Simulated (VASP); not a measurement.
The system is InSe.

```
In Se
1.0
     2.00000    1.15470    8.44000
    -2.00000    1.15470    8.44000
     0.00000   -2.30940    8.44000
In Se
2 2
Cartesian
  0.0000 0.0000 0.0000
  0.0000 0.0000 2.8206
  0.0000 0.0000 15.6098
  0.0000 0.0000 20.9675
```

```yaml
Program: VASP 6.6.1
Task: relaxation of cell and atoms
Functional: PBE
Dispersion: D3(BJ)
Potentials_or_basis: VASP PAW PBE potentials, release 64 (In_d, Se)
Cutoff: 600 eV
k_mesh: 6 × 6 × 6
Occupations: gaussian, width 0.05 eV
Spin: no spin polarisation
```

At the start: pressure 1.0 GPa; volume 29.24 Å³/atom.

**Question.** How do energy, volume and symmetry change on relaxing?

**Answer.** Over 9 steps the energy falls by 4.7 meV/atom and the volume is 29.45 Å³/atom (+0.7 %); space group R3m (No. 160, to 0.1 Å) before and after.

The path:
| step | energy change (eV) | largest force (eV/Å) | pressure (GPa) | volume (Å³) |
| --- | --- | --- | --- | --- |
| 1 | 0.0000 | 0.3844 | 1.05 | 116.95 |
| 2 | -0.0109 | 0.2005 | -0.77 | 120.21 |
| 3 | -0.0159 | 0.0239 | -0.15 | 119.01 |
| 4 | -0.0166 | 0.0335 | -0.03 | 118.63 |
| 5 | -0.0167 | 0.0515 | 0.03 | 118.45 |
| 6 | -0.0171 | 0.0416 | 0.02 | 118.39 |
| 7 | -0.0179 | 0.0497 | 0.03 | 118.19 |
| 8 | -0.0185 | 0.0665 | 0.03 | 117.80 |
| 9 | -0.0189 | 0.0294 | -0.08 | 117.82 |

Final structure:
```cif
data_structure
_symmetry_space_group_name_H-M 'P 1'
_symmetry_Int_Tables_number 1
_cell_length_a 8.6195
_cell_length_b 8.6195
_cell_length_c 8.6195
_cell_angle_alpha 27.172
_cell_angle_beta 27.172
_cell_angle_gamma 27.172
_cell_volume 117.82
loop_
_atom_site_label
_atom_site_type_symbol
_atom_site_fract_x
_atom_site_fract_y
_atom_site_fract_z
_atom_site_occupancy
In1 In 0.99954 0.99954 0.99954 1
In2 In 0.11179 0.11179 0.11179 1
Se1 Se 0.61498 0.61498 0.61498 1
Se2 Se 0.82969 0.82969 0.82969 1
```
